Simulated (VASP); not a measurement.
Set up this calculation in VASP 6.6.1, as the native input.

```yaml
Task: single point
Functional: r2SCAN
Potentials_or_basis: VASP PAW PBE potentials, release 64 (Ru_pv)
Cutoff: 520 eV
k_mesh: 6 × 6 × 4
Occupations: gaussian, width 0.1 eV
Spin: no spin polarisation
Dipole_correction: no
Further_INCAR_settings: ALGO = Normal; EDIFF = 1e-06; NBANDS = 36
```

The system is Ru.

```
CELL_PARAMETERS angstrom
2.03383 -3.44697 0.00000
2.03383 3.44697 0.00000
0.00000 0.00000 4.07307
ATOMIC_POSITIONS crystal
Ru 0.15250 0.84750 0.07850
Ru 0.65250 0.34750 0.42150
Ru 0.84750 0.15250 0.92150
Ru 0.34750 0.65250 0.57850
```

One way to write it, as run:

POSCAR

```
Ru
1.0
    2.0338303010     -3.4469651905      0.0000000000
    2.0338303010      3.4469651905      0.0000000000
    0.0000000000      0.0000000000      4.0730712840
Ru
4
Direct
    0.1525000000      0.8475000000      0.0785000000
    0.6525000000      0.3475000000      0.4215000000
    0.8475000000      0.1525000000      0.9215000000
    0.3475000000      0.6525000000      0.5785000000
```

INCAR.step1

```
SYSTEM = Ru
  PREC = Accurate
  ENCUT = 520
  ISMEAR = 0
  SIGMA = 0.1
  LREAL = .FALSE.
  LASPH = .TRUE.
  NELM = 100
  NBANDS = 36
  GGA = PE
  ALGO = Normal
  EDIFF = 1E-4
  LWAVE = .TRUE.
  LCHARG = .FALSE.
```

INCAR.step2

```
SYSTEM = Ru
  PREC = Accurate
  ENCUT = 520
  EDIFF = 1E-6
  ISMEAR = 0
  SIGMA = 0.1
  LREAL = .FALSE.
  LASPH = .TRUE.
  NELM = 100
  ALGO = Normal
  ISIF = 2
  LWAVE = .FALSE.
  LCHARG = .TRUE.
  METAGGA = R2SCAN
  LMIXTAU = .TRUE.
  LELF = .TRUE.
  LVHAR = .TRUE.
  NBANDS = 36
  ISTART = 1
```

KPOINTS

```
regular mesh
0
G
  6 6 4
  0 0 0
```

Potentials or basis: VASP PAW PBE potentials, release 64 (Ru_pv).

The run is started by

```sh
$ cat potpaw_PBE.64/Ru_pv/POTCAR > POTCAR
$ cp INCAR.step1 INCAR
$ mpirun -np 1 vasp_std > vasp.out
$ cp INCAR.step2 INCAR
$ mpirun -np 1 vasp_std > vasp.out
```

Results of the run:

The pressure is 43.8 GPa. The largest force is 0.875 eV/Å and the band gap on the k mesh is zero (band 28 reaches 12.27 eV, above the bottom of band 29 at 11.69 eV).

Caveat: the k points lie up to 0.39 Å⁻¹ apart; the PAW data sets were made with another functional, which shifts forces and pressure a little.

Run time: 3.7 min on 1 thread of Intel(R) Xeon(R) Platinum 8259CL CPU @ 2.50GHz (Skylake/Cascade Lake) (shared host), peak memory 0.2 GiB.
